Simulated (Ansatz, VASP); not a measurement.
# CoO in VASP and in Ansatz

INCAR

```
  PREC = Accurate
  ENCUT = 520
  EDIFF = 1E-7
  ISMEAR = -1
  SIGMA = 0.05
  LREAL = F
  LASPH = T
  NELM = 150
  ALGO = Normal
  ISIF = 2
  LWAVE = F
  LCHARG = T
  ISPIN = 2
  MAGMOM = 2 0
  LORBIT = 11
  LMAXMIX = 4
  GGA = PE
  LELF = T
  LVHAR = T
  NBANDS = 18
```

KPOINTS

```
regular mesh
0
Gamma
  11 11 11
```

POSCAR

```
CoO
1.0
    0.0000000000      2.1595492692      2.1595492692
    2.1595492692      0.0000000000      2.1595492692
    2.1595492692      2.1595492692      0.0000000000
Co O
1 1
Direct
    0.0000000000      0.0000000000      0.0000000000
    0.5000000000      0.5000000000      0.5000000000
```

Contents of input.yaml:

```yaml
crystal:
  lattice:
    - [0.0, 2.1595492692, 2.1595492692]
    - [2.1595492692, 0.0, 2.1595492692]
    - [2.1595492692, 2.1595492692, 0.0]
  atoms:
    - { symbol: Co, position: [0.0, 0.0, 0.0], spin: 2.0 }
    - { symbol: O, position: [0.5, 0.5, 0.5] }
hamiltonian:
  xc: pbe
  pseudopotentials: { kind: paw }
magnetization:
  spin_polarized: true
kpoints:
  mp_grid: { grid: [11, 11, 11] }
scf:
  occupations: { method: fermi_dirac, width: 0.05 }
output:
  forces: true
  stress: true
  eigenvalues: true
```

Alike in both runs: task single point; functional PBE; k mesh 11 × 11 × 11; occupations fermi-dirac, width 0.05 eV; collinear spin.

|  | VASP | Ansatz |
| --- | --- | --- |
| version | VASP 6.6.1 | Ansatz 0.2.0 |
| potentials or method | VASP PAW PBE potentials, release 64 (Co, O) | Ansatz PAW |
| plane-wave cutoff (eV) | 520 | 420 |
| valence electrons in the cell | 15 | 23 |

```tsv
	VASP	Ansatz	Ansatz less VASP
gap on the k mesh at the Fermi level (eV)	none	none	-
pressure (GPa)	-8.3	-7.9	+0.38
net moment per atom (μB)	1.48	1.49	+0.007
size of the moment on the site where the two differ most (μB)	2.60	2.54	-0.064
```

Site moments also hang on the region over which each program counts them. A gap of «none» marks a metal or a gap that the smearing closes. VASP's potentials hold 15 valence electrons a cell and Ansatz's 23, so a difference there can come from the potentials and not from the codes.
